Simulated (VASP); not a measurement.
Here is a VASP 6.6.1 calculation.

Contents of INCAR:

```
SYSTEM = Na4H
PREC     = Accurate       ! precision mode
ENCUT    = 400            ! plane-wave cutoff, eV
EDIFF    = 1E-6           ! SCF threshold, eV
ISMEAR   = 0              ! smearing method
SIGMA    = 0.1            ! smearing width, eV
LREAL    = .FALSE.        ! projectors in reciprocal space
LASPH    = .TRUE.         ! aspherical terms in the spheres
NELM     = 120            ! most SCF steps
ALGO     = Normal         ! electronic algorithm
ISIF     = 2              ! what is computed and relaxed
LWAVE    = .FALSE.        ! write WAVECAR
LCHARG   = .FALSE.        ! write CHGCAR
LDIPOL   = .TRUE.       
IDIPOL   = 3            
DIPOL    = 0.5 0.5 0.292
GGA      = PE             ! functional
NBANDS   = 40             ! bands
GGA_COMPAT= .FALSE.      
NELMDL   = -8
```

KPOINTS

```
Automatic mesh
0
G
  4 4 1
  0 0 0
```

File POSCAR:

```
Na4H
1.0
    7.2665054626      0.0000000000      0.0000000000
   -2.4221684875      6.8509270508      0.0000000000
    0.0000000000      0.0000000000     20.9665384335
Na H
8 2
Direct
    0.2500000000      0.2500000000      0.1907801811
    0.2500000000      0.7500000000      0.1907801811
    0.7500000000      0.2500000000      0.1907801811
    0.7500000000      0.7500000000      0.1907801811
    0.0000000000      0.0000000000      0.3322693660
    0.0000000000      0.5000000000      0.3322693660
    0.5000000000      0.0000000000      0.3322693660
    0.5000000000      0.5000000000      0.3322693660
    0.0394390736      0.3333333333      0.4147817944
    0.2938942597      0.3333333333      0.4147817944
```

Potentials or basis: VASP PAW PBE potentials, release 64 (Na_pv, H).

Launch:

```console
$ cat potpaw_PBE.64/Na_pv/POTCAR potpaw_PBE.64/H/POTCAR > POTCAR
$ mpirun -np 1 vasp_std > vasp.out
```

Question: Predict the band gap on the k mesh.

Answer: Zero (bands 29 and 30 overlap by 0.74 eV).

Question: What does it give for the largest force?

Answer: 0.637 eV/Å.

Forces in eV/Å, atoms in the order of the input:
```
Na   0.030 -0.009 -0.027
Na   0.002  0.023  0.034
Na  -0.018 -0.006 -0.029
Na  -0.009 -0.002  0.036
Na   0.005  0.357  0.319
Na   0.074 -0.086  0.223
Na  -0.024  0.141  0.137
Na  -0.091 -0.130  0.310
H    0.264 -0.197 -0.417
H   -0.234 -0.090 -0.585
```
